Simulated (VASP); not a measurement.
Write the native input for VASP 6.6.1 that does the following.

| Property | Result |
| --- | --- |
| Task | single point |
| Functional | PBEsol |
| Potentials or basis | VASP PAW PBE potentials, release 64 (Al, N) |
| Cutoff | 520 eV |
| k mesh | 9 × 9 × 6 |
| Occupations | gaussian, width 0.05 eV |
| Spin | no spin polarisation |
| Dipole correction | no |
| Further INCAR settings | ALGO = Normal; EDIFF = 1e-06; NBANDS = 16 |

The structure of AlN lies in POSCAR:

```
AlN
1.0
    3.3548092798      0.0000000000      0.0000000000
   -1.6774046399      2.9053500611      0.0000000000
    0.0000000000      0.0000000000      4.0093325703
Al N
2 2
Direct
    0.3333333333      0.6666666667      0.7500000000
    0.6666666667      0.3333333333      0.2500000000
    0.3333333333      0.6666666667      0.2500000000
    0.6666666667      0.3333333333      0.7500000000
```

This cell differs from its parent crystal: volume 9.770 Å^3 an atom, c/a of the conventional cell 1.1951.

These files were run (other wordings do the same):

INCAR

```
SYSTEM = AlN
ALGO = Normal ; EDIFF = 1E-6
ENCUT = 520 ; GGA = PS
ISIF = 2 ; ISMEAR = 0
LASPH = .TRUE. ; LCHARG = .FALSE.
LREAL = .FALSE. ; LWAVE = .FALSE.
NBANDS = 16 ; NELM = 100
PREC = Accurate ; SIGMA = 0.05
```

KPOINTS

```
k-points
0
G
  9 9 6
  0 0 0
```

Potentials or basis: VASP PAW PBE potentials, release 64 (Al, N).

Run with:

```console
$ cat potpaw_PBE.64/Al/POTCAR potpaw_PBE.64/N/POTCAR > POTCAR
$ mpirun -np 1 vasp_std > vasp.out
```

It gave:

```json
{"Pressure": "-0.2 GPa", "Band gap on the k mesh": "3.47 eV, direct"}
```

Caveat: the PAW data sets were made with another functional, which shifts forces and pressure a little.

Wall time 22 s on 1 thread of Intel(R) Xeon(R) Platinum 8259CL CPU @ 2.50GHz (Skylake/Cascade Lake) (shared host), peak memory 0.16 GiB.
